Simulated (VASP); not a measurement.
# BiTe (R-3m) in VASP: a series of runs

Runs on BiTe. Level: PBE. Tasks: single point.

Program: VASP 6.6.1. These are calculated values, not measurements. Logs are shortened: lines on timing, memory, paths and dates and some standing lists are left out, and cuts for length are marked.

**1. The cell of the first run**

It takes space group R-3m (No. 166, trigonal). Conventional cell: a = 4.603 Å, b = 4.603 Å, c = 9.454 Å, α = 90.00°, β = 90.00°, γ = 120.00°. Within 4.2 Å of Bi (site symmetry -3m) lie 6 Te at 3.09 Å and 6 Bi at 4.12 Å. Within 4.2 Å of Te (site symmetry -3m) lie 6 Bi at 3.09 Å and 6 Te at 4.12 Å.

**2. Single point, PBE (strain -0.050 along x and y, -0.050 along z)**

Contents of INCAR:

```
SYSTEM = BiTe
  ALGO = Normal
  EDIFF = 1E-6
  ENCUT = 520
  GGA = PE
  ISIF = 2
  ISMEAR = 0
  LASPH = .True.
  LCHARG = .False.
  LREAL = .False.
  LWAVE = .False.
  NBANDS = 18
  NELM = 60
  PREC = Accurate
  SIGMA = 0.15
```

Contents of KPOINTS:

```
k-points
0
Gamma
  12 12 12
  0 0 0
```

Contents of POSCAR:

```
BiTe
1.0
    2.3015723842      1.3288134356      3.1514273568
   -2.3015723842      1.3288134356      3.1514273568
    0.0000000000     -2.6576268711      3.1514273568
Bi Te
1 1
Direct
    0.5000000000      0.5000000000      0.5000000000
    0.0000000000      0.0000000000      0.0000000000
```

Potentials or basis: VASP PAW PBE potentials, release 64 (Bi_d, Te).

On the command line:

```bash
cat potpaw_PBE.64/Bi_d/POTCAR potpaw_PBE.64/Te/POTCAR > POTCAR
mpirun -np 1 vasp_std > vasp.out
```

OUTCAR:

```text
SYSTEM = BiTe
   EDIFF = 1E-6
   ENCUT = 520
   GGA = PE
   ISIF = 2
   ISMEAR = 0
   LASPH = .True.
   LREAL = .False.
   NELM = 60
   PREC = Accurate

 ion  position               nearest neighbor table
   1  0.500  0.500  0.500-   2 3.09   2 3.09   2 3.09   2 3.09   2 3.09   2 3.09
   2  0.000  0.000  0.000-   1 3.09   1 3.09   1 3.09   1 3.09   1 3.09   1 3.09

  LATTYP: Found a trigonal (rhomboedric) cell.
 ALAT       =     4.1224355631
 COS(alpha) =     0.3765932224

  Lattice vectors:

 A1 = (   2.3015723842,   1.3288134356,   3.1514273568)
 A2 = (  -2.3015723842,   1.3288134356,   3.1514273568)
 A3 = (   0.0000000000,  -2.6576268711,   3.1514273568)

Analysis of symmetry for initial positions (statically):
=====================================================================
 Subroutine PRICEL returns:
 Original cell was already a primitive cell.

 Routine SETGRP: Setting up the symmetry group for a
 trigonal (rhombohedral) supercell.

 Subroutine GETGRP returns: Found 12 space group operations
 (whereof 12 operations were pure point group operations)
 out of a pool of 12 trial point group operations.

The static configuration has the point symmetry D_3d.

Analysis of symmetry for dynamics (positions and initial velocities):
=====================================================================
 Subroutine PRICEL returns:
 Original cell was already a primitive cell.

 Routine SETGRP: Setting up the symmetry group for a
 trigonal (rhombohedral) supercell.

 Subroutine GETGRP returns: Found 12 space group operations
 (whereof 12 operations were pure point group operations)
 out of a pool of 12 trial point group operations.

The dynamic configuration has the point symmetry D_3d.

 Subroutine INISYM returns: Found 12 space group operations
 (whereof 12 operations are pure point group operations),
 and found     1 'primitive' translations

----------------------------------------------------------------------------------------

                                     Primitive cell

  volume of cell :      57.8292

  direct lattice vectors                    reciprocal lattice vectors
     2.301572384  1.328813436  3.151427357     0.217242787  0.125425182  0.105772177
    -2.301572384  1.328813436  3.151427357    -0.217242787  0.125425182  0.105772177
     0.000000000 -2.657626871  3.151427357     0.000000000 -0.250850363  0.105772177

  length of vectors
     4.122435563  4.122435563  4.122435563     0.272238238  0.272238238  0.272238238

  position of ions in fractional coordinates (direct lattice)
     0.500000000  0.500000000  0.500000000
     0.000000000  0.000000000  0.000000000

  ion indices of the primitive-cell ions
   primitive index   ion index
                 1           1
                 2           2

----------------------------------------------------------------------------------------

 KPOINTS: k-points

Automatic generation of k-mesh.
 Grid dimensions read from file:
 generate k-points for:   12   12   12

 Generating k-lattice:

  Cartesian coordinates                     Fractional coordinates (reciprocal lattice)
     0.018103566  0.010452098  0.008814348     0.083333333  0.000000000  0.000000000
    -0.018103566  0.010452098  0.008814348     0.000000000  0.083333333  0.000000000
     0.000000000 -0.020904197  0.008814348    -0.000000000 -0.000000000  0.083333333

  Length of vectors
     0.022686520  0.022686520  0.022686520

  Shift w.r.t. Gamma in fractional coordinates (k-lattice)
     0.000000000  0.000000000  0.000000000

 Subroutine IBZKPT returns following result:
 ===========================================

 Found    189 irreducible k-points:

 Following reciprocal coordinates:
            Coordinates               Weight
  0.000000  0.000000  0.000000      1.000000
  0.083333 -0.000000 -0.000000      6.000000
  0.166667 -0.000000  0.000000      6.000000
  0.250000 -0.000000  0.000000      6.000000
  0.333333  0.000000 -0.000000      6.000000
  0.416667 -0.000000 -0.000000      6.000000
[... 16 lines left out ...]
  0.500000  0.166667  0.000000     12.000000
 -0.416667  0.166667  0.000000     12.000000
 [... further k-points ...]
   k-points           NKPTS =    189   k-points in BZ     NKDIM =    189   number of bands    NBANDS=     18
   number of dos      NEDOS =    301   number of ions     NIONS =      2
   total plane-waves  NPLWV =  32768
   dimension x,y,z NGX =    32 NGY =   32 NGZ =   32
   dimension x,y,z NGXF=    64 NGYF=   64 NGZF=   64
   ions per type =               1   1
   NGX,Y,Z   is equivalent  to a cutoff of  12.90, 12.90, 12.90 a.u.
   NGXF,Y,Z  is equivalent  to a cutoff of  25.81, 25.81, 25.81 a.u.
 SYSTEM =  BiTe
   PREC   = accura    normal or accurate (medium, high low for compatibility)
   ISTART =      0    job   : 0-new  1-cont  2-samecut
   ICHARG =      2    charge: 1-file 2-atom 10-const
   ISPIN  =      1    spin polarized calculation?
   LNONCOLLINEAR =      F non collinear calculations
   LSORBIT =      F    spin-orbit coupling
   LASPH  =      T    aspherical Exc in radial PAW
   ENCUT  =  520.0 eV  38.22 Ry    6.18 a.u.   7.66  7.66  7.66*2*pi/ulx,y,z
   NELM   =     60;   NELMIN=  2; NELMDL= -5     # of ELM steps
   EDIFF  = 0.1E-05   stopping-criterion for ELM
   LREAL  =      F    real-space projection
   EDIFFG = 0.1E-04   stopping-criterion for IOM
   NSW    =      0    number of steps for IOM
   IBRION =     -1    ionic relax: 0-MD 1-quasi-New 2-CG
   NFREE  =      0    steps in history (QN), initial steepest desc. (CG)
   ISIF   =      2    stress and relaxation
   ISYM   =      2    0-nonsym 1-usesym 2-fastsym
   POTIM  = 0.5000    time-step for ionic-motion
   TEBEG  =    0.0;   TEEND  =   0.0 temperature during run
   PSTRESS=    0.0 pullay stress
   NELECT =      21.0000    total number of electrons
   NUPDOWN=      -1.0000    fix difference up-down
   EMIN   =  10.00;   EMAX   =-10.00  energy-range for DOS
   EFERMI =   0.00;   METHOD = LEGACY
   ISMEAR =     0;   SIGMA  =   0.15  broadening in eV -4-tet -1-fermi 0-gaus
   EFERMI_NEDOS =   21; number of points for ismear=-14 and -15
   IALGO  =     38    algorithm
   IMIX   =      4    mixing-type and parameters
     AMIX     =   0.40;   BMIX     =  1.00
     AMIX_MAG =   1.60;   BMIX_MAG =  1.00
  volume/ion in A,a.u.               =      28.91       195.13
  Fermi-wavevector in a.u.,A,eV,Ry     =   1.167971  2.207146 18.560484  1.364157
  Thomas-Fermi vector in A             =   2.304464
   LORBIT       =      0    0 simple, 1 ext, 2 COOP (PROOUT), +10 PAW based schemes
   GGA     = PE    functional components
   LHFCALC =     F    Hartree Fock is set to
   AEXX    =    0.0000 exact exchange contribution
   IVDW    =     0    specifies the selected vdW correction
   LEPSILON=     F    determine dielectric tensor
   LRPA    =     F    only Hartree local field effects (RPA)
 non-spin polarized calculation
 Gauss-broadening in eV      SIGMA  =   0.15
  energy-cutoff  :      520.00
  volume of cell :       57.83
 maximum number of plane-waves:      1601
   NGX = 15   NGY = 15   NGZ = 15

 number of electron      20.9999997 magnetization

 Free energy of the ion-electron system (eV)
  ---------------------------------------------------
  ext. energy  EPLUGINS =         0.00000000
  ---------------------------------------------------
  free energy    TOTEN  =        -6.91661047 eV

  energy without entropy =       -6.90516237  energy(sigma->0) =       -6.91088642

 E-fermi :   8.7037     XC(G=0): -10.1828

 val. band max:        8.6901512182   @ k =   0.4167   0.2500   0.1667
 cond. band min:       8.7087297488   @ k =   0.2500   0.1667   0.0000
 fundamental gap:      0.0185785306
 Fermi energy:         8.7036607734

 k-point     1 :       0.0000    0.0000    0.0000
  band No.  band energies     occupation
      1     -14.6439      2.00000
      2     -14.6439      2.00000
      3     -14.6347      2.00000
      4     -14.6347      2.00000
      5     -14.6061      2.00000
      6      -5.9780      2.00000
[... 10 lines left out ...]
     17      15.3457      0.00000
     18      15.7345      0.00000

 k-point     2 :       0.0833   -0.0000   -0.0000
  band No.  band energies     occupation
      1     -14.6441      2.00000
      2     -14.6438      2.00000
      3     -14.6352      2.00000
      4     -14.6335      2.00000
      5     -14.6058      2.00000
      6      -5.9065      2.00000
[... 10 lines left out ...]
     17      15.9878      0.00000
     18      16.0453      0.00000

 k-point     3 :       0.1667   -0.0000    0.0000
  band No.  band energies     occupation
      1     -14.6448      2.00000
      2     -14.6441      2.00000
      3     -14.6363      2.00000
      4     -14.6305      2.00000
      5     -14.6050      2.00000
      6      -5.6925      2.00000
[... 10 lines left out ...]
     17      16.8082      0.00000
     18      17.0329      0.00000

 k-point     4 :       0.2500   -0.0000    0.0000
  band No.  band energies     occupation
      1     -14.6460      2.00000
      2     -14.6460      2.00000
      3     -14.6363      2.00000
      4     -14.6268      2.00000
      5     -14.6031      2.00000
      6      -5.3387      2.00000
[... 375 lines left out ...]
      4     -14.6184      2.00000
      5     -14.5987      2.00000
      6      -4.3950      2.00000
[... 10 lines left out ...]
     17      18.5889      0.00000
     18      18.9053      0.00000

 k-point    23 :       0.5000    0.1667    0.0000
  band No.  band energies     occupation
      1     -14.6565      2.00000
      2     -14.6468      2.00000
      3     -14.6329      2.00000
      4     -14.6184      2.00000
      5     -14.5975      2.00000
      6      -3.7848      2.00000
[... 10 lines left out ...]
     17      19.1317      0.00000
     18      19.8626      0.00000

 k-point    24 :      -0.4167    0.1667    0.0000
  band No.  band energies     occupation
      1     -14.6543      2.00000
      2     -14.6479      2.00000
      3     -14.6324      2.00000
      4     -14.6194      2.00000
      5     -14.5983      2.00000
      6      -3.6278      2.00000
[... 10 lines left out ...]
     17      18.1839      0.00000
     18      18.7054      0.00000

 [... further k-points ...]
[... 5 lines left out ...]
  --------------------------------------------------------------------------------------
  -------------------------------------------------------------------------------------
  Total        4.1685542      4.1685542      3.0200605      0.0000000      0.0000000      0.0000000
  in kB      115.4911843    115.4911843     83.6717835      0.0000000      0.0000000      0.0000000
  external PRESSURE =     104.8847174 kB  Pullay stress =       0.0000000 kB

 VOLUME and BASIS-vectors are now :
 -----------------------------------------------------------------------------
  energy-cutoff  :      520.00
  volume of cell :       57.83
      direct lattice vectors                 reciprocal lattice vectors
     2.301572384  1.328813436  3.151427357     0.217242787  0.125425182  0.105772177
    -2.301572384  1.328813436  3.151427357    -0.217242787  0.125425182  0.105772177
     0.000000000 -2.657626871  3.151427357     0.000000000 -0.250850363  0.105772177

 POSITION                                       TOTAL-FORCE (eV/Angst)
 -----------------------------------------------------------------------------------
      0.00000      0.00000      4.72714         0.000000     -0.000000      0.000000
      0.00000      0.00000      0.00000        -0.000000      0.000000     -0.000000
 -----------------------------------------------------------------------------------
    total drift:                               -0.000000      0.000000     -0.000000

  FREE ENERGIE OF THE ION-ELECTRON SYSTEM (eV)
  ---------------------------------------------------
  free  energy   TOTEN  =        -6.9166104697 eV

  energy  without entropy=       -6.9051623663  energy(sigma->0) =       -6.91088642
```

It took 53 s on 1 thread of Intel Xeon 6975P-C (Granite Rapids), shared host; peak memory 0.33 GiB.

Results:

| Property | Result |
| --- | --- |
| Free energy | -6.9166 eV |
| Pressure | 10.5 GPa |
| Band gap on the k mesh | zero (an odd number of electrons rules out a gap without spin polarisation) |

Caveat: the cell differs from its parent crystal (strain -0.050 along x and y, -0.050 along z); the cell stands under pressure; spin-orbit coupling is left out, which moves the levels of the heavy elements.

**3. Single point, PBE (strain -0.050 along x and y, -0.025 along z)**

Contents of INCAR:

```
SYSTEM = BiTe
PREC = Accurate ; ENCUT = 520
EDIFF = 1E-6 ; ISMEAR = 0
SIGMA = 0.15 ; LREAL = .False.
LASPH = .True. ; NELM = 100
ALGO = Normal ; ISIF = 2
LWAVE = .False. ; LCHARG = .True.
GGA = PE ; LELF = .True.
LVHAR = .True. ; NBANDS = 18
```

Contents of KPOINTS:

```
regular mesh
0
Gamma
  12 12 12
  0 0 0
```

Contents of POSCAR:

```
BiTe
1.0
    2.3015723842      1.3288134356      3.2343596556
   -2.3015723842      1.3288134356      3.2343596556
    0.0000000000     -2.6576268711      3.2343596556
Bi Te
1 1
Direct
    0.5000000000      0.5000000000      0.5000000000
    0.0000000000      0.0000000000      0.0000000000
```

Potentials or basis: VASP PAW PBE potentials, release 64 (Bi_d, Te).

On the command line:

```bash
cat potpaw_PBE.64/Bi_d/POTCAR potpaw_PBE.64/Te/POTCAR > POTCAR
mpirun -np 1 vasp_std > vasp.out
```

Run time: 56 s. Hardware: 1 thread of Intel Xeon 6975P-C (Granite Rapids), shared host; peak memory 0.33 GiB.

It converged, with:

| Item | Value |
| --- | --- |
| Free energy | -6.9883 eV |
| Pressure | 8.6 GPa |
| Band gap on the k mesh | zero (an odd number of electrons rules out a gap without spin polarisation) |

Stress tensor (GPa, compression positive):
```
9.50 0.00 0.00
0.00 9.50 0.00
0.00 0.00 6.71
```

Levels at points of the mesh, in eV from the Fermi level:
```
           k point  band 7  band 8  band 9  band 10  band 11  band 12  band 13  band 14
(0.00, 0.00, 0.00)   -7.78   -3.33   -3.33    -2.00     2.15     2.71     2.71     3.84
(0.50, 0.00, 0.00)  -11.91   -2.18   -2.02    -1.07    -1.07    -0.88     0.18     6.87
(0.50, 0.50, 0.00)  -10.03   -6.58   -5.17    -4.01     1.86     3.69     4.18     5.58
(0.50, 0.50, 0.50)  -11.43   -2.69   -2.69    -2.31    -1.71    -1.53    -1.53     8.27
```

Caveat: the cell differs from its parent crystal (strain -0.050 along x and y, -0.025 along z); the cell stands under pressure; spin-orbit coupling is left out, which moves the levels of the heavy elements.
